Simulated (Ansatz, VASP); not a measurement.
# Two plane-wave programs on Mg2BeSeO2

```xyz
6
Lattice="2.8689 0.0000 0.0000 0.0000 6.1420 0.0000 0.0000 0.0000 5.8834" Properties=species:S:1:pos:R:3 pbc="T T T"
Mg    0.0000    0.0000    4.3033
Mg    0.0000    0.0000    1.5800
Be    1.4345    3.0710    0.0000
Se    1.4345    3.0710    2.9417
O     1.4345    0.0000    2.9417
O     0.0000    3.0710    0.0000
```

Change from the starting cell: species swapped into the LiCa2NiN2 type (Pmmm, No. 47).

Alike in both runs: functional PBE; k mesh 10 × 10 × 6; occupations gaussian, width 0.1 eV; no spin polarisation.

Ansatz relaxed the structure, and its values are those at the end. VASP's run is a single point on that final structure, the one shown.

```csv
,VASP,Ansatz
version,VASP 6.6.1,Ansatz 0.2.0
potentials or method,"VASP PAW PBE potentials, release 64 (Mg, Be, Se, O), cutoff 520 eV","scalar-relativistic, plane waves, PAW"
valence electrons in the cell,24,50
```

|  | VASP | Ansatz | Ansatz less VASP |
| --- | --- | --- | --- |
| gap on the k mesh at the Fermi level (eV) | none | none | - |
| pressure (GPa) | -0.2 | 0.0 | +0.27 |

A gap of «none» marks a metal or a gap that the smearing closes. With one functional, cell and mesh, what is left measures potentials, basis and numerics. VASP's potentials hold 24 valence electrons a cell and Ansatz's 50, so a difference there can come from the potentials and not from the codes.
